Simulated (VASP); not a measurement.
# SrRh6 (Pm-3m) in VASP: further runs

SrRh6 is run at these levels: PBE; tasks: single point, relaxation of cell and atoms.

Program: VASP 6.6.1. These are calculated values, not measurements. Logs are shortened: lines on timing, memory, paths and dates and some standing lists are left out, and cuts for length are marked.

**1. The cell of the first run**

Symmetry: Pm-3m, No. 221, cubic system. Conventional cell: a = 4.684 Å, b = 4.684 Å, c = 4.684 Å, α = 90.00°, β = 90.00°, γ = 90.00°. Sr (site symmetry m-3m) has 24 Rh at 3.45 Å within 4.5 Å. Within 2.6 Å of Rh (site symmetry 4mm) lie 5 Rh at 1.94 Å.

**2. Single point, PBE**

Contents of INCAR:

```
SYSTEM = SrRh6
ALGO = Fast ; EDIFF = 1E-6
ENCUT = 520 ; GGA = PE
ISIF = 2 ; ISMEAR = 0
LASPH = .TRUE. ; LCHARG = .TRUE.
LELF = .TRUE. ; LREAL = .FALSE.
LVHAR = .TRUE. ; LWAVE = .FALSE.
NBANDS = 59 ; NELM = 80
PREC = Accurate ; SIGMA = 0.1
```

Contents of KPOINTS:

```
k-points
0
G
  4 4 4
  0 0 0
```

Contents of POSCAR:

```
SrRh6
1.0
    4.6842217400      0.0000000000      0.0000000000
    0.0000000000      4.6842217400      0.0000000000
    0.0000000000      0.0000000000      4.6842217400
Sr Rh
1 6
Direct
    0.0000000000      0.0000000000      0.0000000000
    0.5000000000      0.5000000000      0.2070000000
    0.5000000000      0.5000000000      0.7930000000
    0.2070000000      0.5000000000      0.5000000000
    0.7930000000      0.5000000000      0.5000000000
    0.5000000000      0.2070000000      0.5000000000
    0.5000000000      0.7930000000      0.5000000000
```

Potentials or basis: VASP PAW PBE potentials, release 64 (Sr_sv, Rh_pv).

Started as:

```console
cat potpaw_PBE.64/Sr_sv/POTCAR potpaw_PBE.64/Rh_pv/POTCAR > POTCAR
mpirun -np 1 vasp_std > vasp.out
```

OUTCAR:

```text
SYSTEM = SrRh6
   EDIFF = 1E-6
   ENCUT = 520
   GGA = PE
   ISIF = 2
   ISMEAR = 0
   LASPH = .TRUE.
   LREAL = .FALSE.
   NELM = 80
   PREC = Accurate

 ion  position               nearest neighbor table
   1  0.000  0.000  0.000-   2 3.45   3 3.45   2 3.45   3 3.45   2 3.45   3 3.45   2 3.45   3 3.45
                             6 3.45   7 3.45   4 3.45   5 3.45   4 3.45   5 3.45   4 3.45   5 3.45
   2  0.500  0.500  0.207-   3 1.94   4 1.94   5 1.94   6 1.94   7 1.94   3 2.74   1 3.45   1 3.45
                             1 3.45   1 3.45
   3  0.500  0.500  0.793-   2 1.94   4 1.94   5 1.94   6 1.94   7 1.94   2 2.74   1 3.45   1 3.45
                             1 3.45   1 3.45
   4  0.207  0.500  0.500-   5 1.94   3 1.94   2 1.94   6 1.94   7 1.94   5 2.74   1 3.45   1 3.45
                             1 3.45   1 3.45
   5  0.793  0.500  0.500-   4 1.94   3 1.94   2 1.94   6 1.94   7 1.94   4 2.74   1 3.45   1 3.45
                             1 3.45   1 3.45
   6  0.500  0.207  0.500-   7 1.94   3 1.94   4 1.94   5 1.94   2 1.94   7 2.74   1 3.45   1 3.45
                             1 3.45   1 3.45
   7  0.500  0.793  0.500-   6 1.94   3 1.94   4 1.94   5 1.94   2 1.94   6 2.74   1 3.45   1 3.45
                             1 3.45   1 3.45

  LATTYP: Found a simple cubic cell.
 ALAT       =     4.6842217400

  Lattice vectors:

 A1 = (   4.6842217400,   0.0000000000,   0.0000000000)
 A2 = (   0.0000000000,   4.6842217400,   0.0000000000)
 A3 = (   0.0000000000,   0.0000000000,   4.6842217400)

Analysis of symmetry for initial positions (statically):
=====================================================================
 Subroutine PRICEL returns:
 Original cell was already a primitive cell.

 Routine SETGRP: Setting up the symmetry group for a
 simple cubic supercell.

 Subroutine GETGRP returns: Found 48 space group operations
 (whereof 48 operations were pure point group operations)
 out of a pool of 48 trial point group operations.

The static configuration has the point symmetry O_h .

Analysis of symmetry for dynamics (positions and initial velocities):
=====================================================================
 Subroutine PRICEL returns:
 Original cell was already a primitive cell.

 Routine SETGRP: Setting up the symmetry group for a
 simple cubic supercell.

 Subroutine GETGRP returns: Found 48 space group operations
 (whereof 48 operations were pure point group operations)
 out of a pool of 48 trial point group operations.

The dynamic configuration has the point symmetry O_h .

 Subroutine INISYM returns: Found 48 space group operations
 (whereof 48 operations are pure point group operations),
 and found     1 'primitive' translations

----------------------------------------------------------------------------------------

                                     Primitive cell

  volume of cell :     102.7809

  direct lattice vectors                    reciprocal lattice vectors
     4.684221740  0.000000000  0.000000000     0.213482635  0.000000000  0.000000000
     0.000000000  4.684221740  0.000000000     0.000000000  0.213482635  0.000000000
     0.000000000  0.000000000  4.684221740     0.000000000  0.000000000  0.213482635

  length of vectors
     4.684221740  4.684221740  4.684221740     0.213482635  0.213482635  0.213482635

  position of ions in fractional coordinates (direct lattice)
     0.000000000  0.000000000  0.000000000
     0.500000000  0.500000000  0.207000000
     0.500000000  0.500000000  0.793000000
     0.207000000  0.500000000  0.500000000
     0.793000000  0.500000000  0.500000000
     0.500000000  0.207000000  0.500000000
     0.500000000  0.793000000  0.500000000

  ion indices of the primitive-cell ions
   primitive index   ion index
                 1           1
                 2           2
                 3           3
                 4           4
                 5           5
                 6           6
                 7           7

[... 50 lines left out ...]
  Thomas-Fermi vector in A             =   2.715851
   LORBIT       =      0    0 simple, 1 ext, 2 COOP (PROOUT), +10 PAW based schemes
   GGA     = PE    functional components
   LHFCALC =     F    Hartree Fock is set to
   AEXX    =    0.0000 exact exchange contribution
   IVDW    =     0    specifies the selected vdW correction
   LEPSILON=     F    determine dielectric tensor
   LRPA    =     F    only Hartree local field effects (RPA)
 non-spin polarized calculation
 RMM-DIIS sequential band-by-band and
 Gauss-broadening in eV      SIGMA  =   0.10
  energy-cutoff  :      520.00
  volume of cell :      102.78
 maximum number of plane-waves:      2800
 NGX is ok and might be reduce to    36
   NGX = 17   NGY = 17   NGZ = 17

 number of electron     100.0000019 magnetization

 Free energy of the ion-electron system (eV)
  ---------------------------------------------------
  ext. energy  EPLUGINS =         0.00000000
  ---------------------------------------------------
  free energy    TOTEN  =        12.05347410 eV

  energy without entropy =       12.07905324  energy(sigma->0) =       12.06626367

 E-fermi :  12.1896     XC(G=0): -12.7289

 val. band max:       12.0005451362   @ k =   0.5000   0.5000   0.0000
 cond. band min:      12.1942993868   @ k =   0.2500   0.2500   0.2500
 fundamental gap:      0.1937542506
 Fermi energy:        12.1895727015

 k-point     1 :       0.0000    0.0000    0.0000
  band No.  band energies     occupation
      1     -43.6018      2.00000
      2     -39.5537      2.00000
      3     -39.5537      2.00000
      4     -39.5537      2.00000
      5     -38.9443      2.00000
      6     -38.9443      2.00000
[... 51 lines left out ...]
     58      15.9778      0.00000
     59      16.6005      0.00000

 k-point     2 :       0.2500    0.0000    0.0000
  band No.  band energies     occupation
      1     -43.3649      2.00000
      2     -40.5181      2.00000
      3     -39.5200      2.00000
      4     -39.5200      2.00000
      5     -39.0278      2.00000
      6     -39.0278      2.00000
[... 485 lines left out ...]
     58      14.5024      0.00000
     59      14.5336      0.00000

 k-point    10 :       0.5000    0.5000    0.5000
  band No.  band energies     occupation
      1     -41.1964      2.00000
      2     -41.1964      2.00000
      3     -41.1964      2.00000
      4     -41.1168      2.00000
      5     -39.2762      2.00000
      6     -39.2762      2.00000
[... 51 lines left out ...]
     58      14.5388      0.00000
     59      14.5472      0.00000

------------------------ aborting loop because EDIFF is reached ----------------------------------------

  FORCE on cell =-STRESS in cart. coord.  units (eV):
  Direction    XX          YY          ZZ          XY          YZ          ZX
  --------------------------------------------------------------------------------------
  -------------------------------------------------------------------------------------
  Total      189.5622461    189.5622461    189.5622461     -0.0000000     -0.0000000      0.0000000
  in kB     2954.9496973   2954.9496973   2954.9496973     -0.0000000     -0.0000000      0.0000000
  external PRESSURE =    2954.9496973 kB  Pullay stress =       0.0000000 kB

 VOLUME and BASIS-vectors are now :
 -----------------------------------------------------------------------------
  energy-cutoff  :      520.00
  volume of cell :      102.78
      direct lattice vectors                 reciprocal lattice vectors
     4.684221740  0.000000000  0.000000000     0.213482635  0.000000000  0.000000000
     0.000000000  4.684221740  0.000000000     0.000000000  0.213482635  0.000000000
     0.000000000  0.000000000  4.684221740     0.000000000  0.000000000  0.213482635

 POSITION                                       TOTAL-FORCE (eV/Angst)
 -----------------------------------------------------------------------------------
      0.00000      0.00000      0.00000         0.000000      0.000000     -0.000000
      2.34211      2.34211      0.96963         0.000000      0.000000    -37.165730
      2.34211      2.34211      3.71459        -0.000000     -0.000000     37.165730
      0.96963      2.34211      2.34211       -37.165730      0.000000     -0.000000
      3.71459      2.34211      2.34211        37.165730     -0.000000      0.000000
      2.34211      0.96963      2.34211         0.000000    -37.165730      0.000000
      2.34211      3.71459      2.34211        -0.000000     37.165730     -0.000000
 -----------------------------------------------------------------------------------
    total drift:                                0.000000      0.000000      0.000000

  FREE ENERGIE OF THE ION-ELECTRON SYSTEM (eV)
  ---------------------------------------------------
  free  energy   TOTEN  =        12.0534741024 eV

  energy  without entropy=       12.0790532373  energy(sigma->0) =       12.06626367
```

Run time: 33 s. Hardware: 1 thread of Intel Xeon 6975P-C (Granite Rapids), shared host; peak memory 0.22 GiB.

Results:

- Free energy: 12.0535 eV
- Pressure: 295.5 GPa
- Largest force: 37.166 eV/Å
- Band gap on the k mesh: zero (band 50 reaches 12.85 eV, above the bottom of band 51 at 11.97 eV)

Forces on the atoms (eV/Å):
```
Sr    0.000   0.000   0.000
Rh    0.000   0.000 -37.166
Rh    0.000   0.000  37.166
Rh  -37.166   0.000   0.000
Rh   37.166   0.000   0.000
Rh    0.000 -37.166   0.000
Rh    0.000  37.166   0.000
```

Caveat: forces of over 1 eV/Å act on the atoms, so gaps and moduli don't describe the material at rest.

**3. Single point, PBE**

This run uses another cell than the first one, of 28.40 Å³/atom, 1.934 times its volume.

Contents of INCAR:

```
ALGO = Fast
EDIFF = 1E-6
ENCUT = 520
GGA = PE
ISIF = 2
ISMEAR = 0
LASPH = T
LCHARG = F
LREAL = F
LWAVE = F
NBANDS = 59
NELM = 60
PREC = Accurate
SIGMA = 0.1
```

Contents of KPOINTS:

```
k-points
0
Gamma
  4 4 4
```

Contents of POSCAR:

```
SrRh6
1.0
    5.8363071793      0.0000000000      0.0000000000
    0.0000000000      5.8363071793      0.0000000000
    0.0000000000      0.0000000000      5.8363071793
Sr Rh
1 6
Direct
    0.0000000000      0.0000000000      0.0000000000
    0.5000000000      0.5000000000      0.1962954705
    0.5000000000      0.5000000000      0.8037045295
    0.1962954705      0.5000000000      0.5000000000
    0.8037045295      0.5000000000      0.5000000000
    0.5000000000      0.1962954705      0.5000000000
    0.5000000000      0.8037045295      0.5000000000
```

Potentials or basis: VASP PAW PBE potentials, release 64 (Sr_sv, Rh_pv).

Started as:

```console
cat potpaw_PBE.64/Sr_sv/POTCAR potpaw_PBE.64/Rh_pv/POTCAR > POTCAR
mpirun -np 1 vasp_std > vasp.out
```

Wall time 1.7 min (1 thread of Intel Xeon 6975P-C (Granite Rapids), shared host); peak memory 0.37 GiB.

The run converged. Its results:

```
Free energy            : -39.5495 eV
Pressure               : -0.1 GPa
Largest force          : 0.048 eV/Å
Band gap on the k mesh : zero (band 50 reaches 3.94 eV, above the bottom of band 51 at 3.80 eV)
```

Forces on the atoms (eV/Å):
```
Sr   0.000  0.000  0.000
Rh   0.000  0.000  0.048
Rh   0.000  0.000 -0.048
Rh   0.048  0.000  0.000
Rh  -0.048  0.000  0.000
Rh   0.000  0.048  0.000
Rh   0.000 -0.048  0.000
```

Levels at points of the mesh, in eV from the Fermi level:
```tsv
k point	band 47	band 48	band 49	band 50	band 51	band 52	band 53	band 54
(0.00, 0.00, 0.00)	-1.20	-0.29	-0.29	0.09	1.37	1.37	1.37	1.38
(0.50, 0.00, 0.00)	-0.48	-0.48	-0.29	-0.22	-0.05	-0.05	0.30	1.37
(0.50, 0.50, 0.00)	-0.91	-0.48	0.02	0.02	0.19	0.19	0.47	0.49
(0.50, 0.50, 0.50)	-0.93	-0.12	-0.12	-0.12	0.53	0.53	0.53	0.68
```

**4. Single point, PBE**

This run uses another cell than the first one, of 28.34 Å³/atom, 1.930 times its volume.

Contents of INCAR:

```
PREC     = Accurate       # precision mode
ENCUT    = 520            # plane-wave cutoff, eV
EDIFF    = 1E-6           # SCF threshold, eV
ISMEAR   = 0              # smearing method
SIGMA    = 0.1            # smearing width, eV
LREAL    = F              # projectors in reciprocal space
LASPH    = T              # aspherical terms in the spheres
NELM     = 80             # most SCF steps
ALGO     = Fast           # electronic algorithm
ISIF     = 2              # what is computed and relaxed
LWAVE    = F              # write WAVECAR
LCHARG   = F              # write CHGCAR
GGA      = PE             # functional
NBANDS   = 59             # bands
```

Contents of KPOINTS:

```
regular mesh
0
Gamma
  6 6 6
```

Contents of POSCAR:

```
SrRh6
1.0
    5.8324529825      0.0000000000      0.0000000000
    0.0000000000      5.8324529825      0.0000000000
    0.0000000000      0.0000000000      5.8324529825
Sr Rh
1 6
Direct
    0.0000000000      0.0000000000      0.0000000000
    0.5000000000      0.5000000000      0.1963262697
    0.5000000000      0.5000000000      0.8036737303
    0.1963262697      0.5000000000      0.5000000000
    0.8036737303      0.5000000000      0.5000000000
    0.5000000000      0.1963262697      0.5000000000
    0.5000000000      0.8036737303      0.5000000000
```

Started as:

```console
cat potpaw_PBE.64/Sr_sv/POTCAR potpaw_PBE.64/Rh_pv/POTCAR > POTCAR
mpirun -np 1 vasp_std > vasp.out
```

Run time: 3.3 min. Hardware: 1 thread of Intel Xeon 6975P-C (Granite Rapids), shared host; peak memory 0.43 GiB.

It converged, with:

```
Free energy            : -39.5469 eV
Pressure               : 0.1 GPa
Largest force          : 0.041 eV/Å
Band gap on the k mesh : zero (band 50 reaches 4.08 eV, above the bottom of band 51 at 3.82 eV)
```

Forces on the atoms (eV/Å):
```
Sr   0.000  0.000  0.000
Rh   0.000  0.000  0.041
Rh   0.000  0.000 -0.041
Rh   0.041  0.000  0.000
Rh  -0.041  0.000  0.000
Rh   0.000  0.041  0.000
Rh   0.000 -0.041  0.000
```

Levels at points of the mesh, in eV from the Fermi level:
| k point | band 48 | band 49 | band 50 | band 51 | band 52 | band 53 |
| --- | --- | --- | --- | --- | --- | --- |
| (0.00, 0.00, 0.00) | -0.32 | -0.32 | 0.07 | 1.35 | 1.35 | 1.35 |
| (0.50, 0.00, 0.00) | -0.51 | -0.32 | -0.25 | -0.07 | -0.07 | 0.28 |
| (0.50, 0.50, 0.00) | -0.51 | 0.00 | 0.00 | 0.17 | 0.17 | 0.44 |
| (0.50, 0.50, 0.50) | -0.15 | -0.15 | -0.15 | 0.51 | 0.51 | 0.51 |

**5. Relaxation of cell and atoms, PBE**

Contents of INCAR:

```
PREC = Accurate
ENCUT = 600
EDIFF = 1E-7
ISMEAR = 0
SIGMA = 0.1
LREAL = False
LASPH = True
NELM = 60
ALGO = Normal
ISIF = 3
LWAVE = False
LCHARG = False
GGA = PE
IBRION = 2
NSW = 90
EDIFFG = -0.04
```

Contents of KPOINTS:

```
regular mesh
0
Gamma
  4 4 4
```

Contents of POSCAR:

```
SrRh6
1.0
    4.6842217400      0.0000000000      0.0000000000
    0.0000000000      4.6842217400      0.0000000000
    0.0000000000      0.0000000000      4.6842217400
Sr Rh
1 6
Direct
    0.0000000000      0.0000000000      0.0000000000
    0.5000000000      0.5000000000      0.2070000000
    0.5000000000      0.5000000000      0.7930000000
    0.2070000000      0.5000000000      0.5000000000
    0.7930000000      0.5000000000      0.5000000000
    0.5000000000      0.2070000000      0.5000000000
    0.5000000000      0.7930000000      0.5000000000
```

Started as:

```console
cat potpaw_PBE.64/Sr_sv/POTCAR potpaw_PBE.64/Rh_pv/POTCAR > POTCAR
mpirun -np 1 vasp_std > vasp.out
```

Wall time 14 min (1 thread of Intel Xeon 6975P-C (Granite Rapids), shared host); peak memory 0.29 GiB.

It converged, with:

```yaml
Free_energy: -39.3980 eV
Relaxed_volume: 28.20 Å³/atom
Relaxed_cell: a = 5.822 Å, b = 5.822 Å, c = 5.822 Å, α = 90.00°, β = 90.00°, γ = 90.00°
Space_group_after_relaxing_to_0.05_Å: Pm-3m (No. 221)
Energy_gained_by_relaxing: 7350.3 meV/atom
Ionic_steps: 19
Pressure_after_relaxing: -0.2 GPa
Largest_force_after_relaxing: 0.012 eV/Å
Band_gap_on_the_k_mesh: zero (band 50 reaches 4.00 eV, above the bottom of band 51 at 3.86 eV)
```

Forces in eV/Å, atoms in the order of the input:
```
Sr   0.000  0.000  0.000
Rh   0.000  0.000 -0.012
Rh   0.000  0.000  0.012
Rh  -0.012  0.000  0.000
Rh   0.012  0.000  0.000
Rh   0.000 -0.012  0.000
Rh   0.000  0.012  0.000
```

The path:
| step | energy change (eV) | largest force (eV/Å) | pressure (GPa) | volume (Å³) |
| --- | --- | --- | --- | --- |
| 1 | 0.0000 | 37.1652 | 295.46 | 102.78 |
| 2 | 502.7923 | 0.7293 | -214.64 | 1260.80 |
| 3 | 11945.6916 | 20761.1377 | 7292.58 | 174.29 |
| 4 | 430.4691 | 9.0658 | -204.73 | 1215.10 |
| 5 | 82.6285 | 3.0691 | -99.11 | 839.18 |
| 6 | -36.0761 | 1.6213 | -13.94 | 423.41 |
| 7 | -37.5328 | 1.3934 | -12.92 | 401.93 |
| 8 | -44.4826 | 4.4484 | -8.57 | 272.46 |
| 9 | -44.2018 | 6.3379 | -6.33 | 262.38 |
| 10 | -44.4133 | 5.1981 | -7.70 | 267.95 |
| 11 | -51.0584 | 0.2557 | -6.00 | 215.23 |
| 12 | -51.1023 | 1.2734 | -3.83 | 211.01 |
| 13 | -51.1078 | 0.9295 | -4.58 | 212.35 |
| 14 | -51.2505 | 1.0899 | 5.90 | 187.09 |
| 15 | -51.3893 | 1.1109 | 0.92 | 196.82 |
| 16 | -51.3119 | 1.6288 | 0.10 | 195.46 |
| 17 | -51.4514 | 0.0137 | 0.33 | 196.27 |
| 18 | -51.4514 | 0.0085 | 0.32 | 196.26 |
| 19 | -51.4519 | 0.0125 | -0.19 | 197.39 |

Final structure:
```
Sr Rh
1.0
     5.82248    0.00000    0.00000
     0.00000    5.82248    0.00000
     0.00000    0.00000    5.82248
Sr Rh
1 6
Direct
  0.00000 0.00000 0.00000
  0.50000 0.50000 0.80374
  0.50000 0.50000 0.19626
  0.80374 0.50000 0.50000
  0.19626 0.50000 0.50000
  0.50000 0.80374 0.50000
  0.50000 0.19626 0.50000
```

Levels at points of the mesh, in eV from the Fermi level:
```tsv
k point	band 47	band 48	band 49	band 50	band 51	band 52	band 53	band 54
(0.00, 0.00, 0.00)	-1.22	-0.29	-0.29	0.09	1.38	1.38	1.39	1.39
(0.50, 0.00, 0.00)	-0.49	-0.49	-0.30	-0.22	-0.05	-0.05	0.30	1.39
(0.50, 0.50, 0.00)	-0.92	-0.49	0.03	0.03	0.19	0.19	0.46	0.49
(0.50, 0.50, 0.50)	-0.94	-0.12	-0.12	-0.12	0.54	0.54	0.54	0.69
```

Caveat: the volume moved by over 15 % at a fixed basis, so the end points are rough.

**6. The runs side by side**

| task | cell | k mesh | cutoff (eV) | gap on the mesh (eV) | pressure (GPa) | largest force (eV/Å) |
| --- | --- | --- | --- | --- | --- | --- |
| single point | a = 4.684 Å, 7 atoms | 4 × 4 × 4 | 520 | none | 295.5 | 37.17 |
| single point | a = 5.836 Å, 7 atoms | 4 × 4 × 4 | 520 | none | -0.1 | 0.05 |
| single point | a = 5.832 Å, 7 atoms | 6 × 6 × 6 | 520 | none | 0.1 | 0.04 |
| relaxation of cell and atoms | relaxed from a = 4.684 Å, 7 atoms | 4 × 4 × 4 | 600 | none | -0.2 | 0.01 |

Alike in all rows: level PBE; potentials or basis VASP PAW PBE potentials, release 64 (Sr_sv, Rh_pv); no spin polarisation; smearing gaussian 0.1 eV.

Caveats: forces of over 1 eV/Å act on the atoms, so gaps and moduli don't describe the material at rest (some runs); the volume moved by over 15 % at a fixed basis, so the end points are rough (some runs).

Total energies depend on the potentials used, so only differences within one code and one set of settings carry meaning.
